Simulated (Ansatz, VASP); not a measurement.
**One calculation of Mg2Te3O, two programs**

```
Mg Te O
1.0
     4.64969    2.68450    2.46655
    -4.64969    2.68450    2.46655
     0.00000   -5.36900    2.46655
Mg Te O
2 3 1
Direct
  0.74209 0.74209 0.74209
  0.25791 0.25791 0.25791
  0.00000 0.50000 0.00000
  0.00000 0.00000 0.50000
  0.50000 0.00000 0.00000
  0.50000 0.50000 0.50000
```

Change from the starting cell: species swapped into the Ag3AuS2 type (R-3m, No. 166).

Alike in both runs: functional PBE; k mesh 6 × 6 × 6; occupations gaussian, width 0.1 eV; no spin polarisation.

Ansatz relaxed the structure, and its values are those at the end. VASP's run is a single point on that final structure, the one shown.

```csv
,VASP,Ansatz
version,VASP 6.6.1,Ansatz 0.2.0
potentials or method,"VASP PAW PBE potentials, release 64 (Mg, Te, O), cutoff 520 eV","scalar-relativistic, plane waves, PAW"
valence electrons in the cell,28,74
```

VASP gave:

| Item | Value |
| --- | --- |
| gap on the k mesh at the Fermi level (eV) | none |
| pressure (GPa) | 0.0 |
| rms of the force components (eV/Å) | 0.014 |

Question: Estimate Ansatz's values.

Answer: gap on the k mesh at the Fermi level (eV): none; pressure (GPa): 0.0; rms of the force components (eV/Å): 0.001.

A gap of «none» marks a metal or a gap that the smearing closes. VASP's potentials hold 28 valence electrons a cell and Ansatz's 74, so a difference there can come from the potentials and not from the codes.

Neither program's run includes spin-orbit coupling.
